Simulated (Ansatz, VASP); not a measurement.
## One calculation of KF, two programs

```xyz
2
Lattice="3.2149 0.0000 0.0000 0.0000 3.2149 0.0000 0.0000 0.0000 3.2149" Properties=species:S:1:pos:R:3 pbc="T T T"
K     0.0000    0.0000    0.0000
F     1.6075    1.6075    1.6075
```

Change from the starting cell: volume scaled by 0.96.

Alike in both runs: task single point; functional PBE; k mesh 6 × 6 × 6; occupations fermi-dirac, width 0.1 eV; non-collinear spin.

```csv
,VASP,Ansatz
version,VASP 6.6.1,Ansatz 0.2.0
potentials or method,"VASP PAW PBE potentials, release 64 (K_sv, F), cutoff 520 eV","all-electron LAPW, scalar-relativistic"
```

```csv
,VASP,Ansatz,Ansatz less VASP
gap on the k mesh at the Fermi level (eV),6.54,6.56,+0.012
least direct gap on the mesh (eV),6.59,6.60,+0.011
pressure (GPa),1.5,1.5,-0.05
net moment per atom (μB),0.00,0.00,0.000
```

Ansatz ran all-electron here, and VASP with PAW potentials.
